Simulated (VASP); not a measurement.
## Re: single point with PBEsol

Re:

```
Re
1.0
     2.72349    0.00000    0.00000
    -1.36174    2.35861    0.00000
     0.00000    0.00000    4.39795
Re
2
Direct
  0.66667 0.33333 0.75000
  0.33333 0.66667 0.25000
```

- Program: VASP 6.6.1
- Task: single point
- Functional: PBEsol
- Potentials or basis: VASP PAW PBE potentials, release 64 (Re)
- Cutoff: 520 eV
- k mesh: 11 × 11 × 6
- Occupations: fermi-dirac, width 0.05 eV
- Spin: no spin polarisation

- Pressure: 12.7 GPa
- Band gap on the k mesh: zero (band 7 reaches 9.70 eV, above the bottom of band 8 at 6.40 eV)

Stress tensor (GPa, compression positive):
```
12.72  0.00  0.00
 0.00 12.72  0.00
 0.00  0.00 12.81
```

Levels at points of the mesh, in eV from the Fermi level:
| k point | band 4 | band 5 | band 6 | band 7 | band 8 | band 9 | band 10 | band 11 |
| --- | --- | --- | --- | --- | --- | --- | --- | --- |
| (0.00, 0.00, 0.00) | -1.71 | -1.70 | -0.81 | -0.81 | 0.17 | 0.17 | 0.70 | 3.55 |
| (0.00, 0.00, 0.50) | -2.52 | -1.85 | -1.85 | -1.85 | -1.85 | 2.70 | 2.70 | 2.70 |

It took 18 s on 1 thread of Intel(R) Xeon(R) Platinum 8375C CPU @ 2.90GHz (Ice Lake) (shared host), peak memory 0.15 GiB.

Caveat: the PAW data sets were made with another functional, which shifts forces and pressure a little; spin-orbit coupling is left out, which moves the levels of the heavy elements.
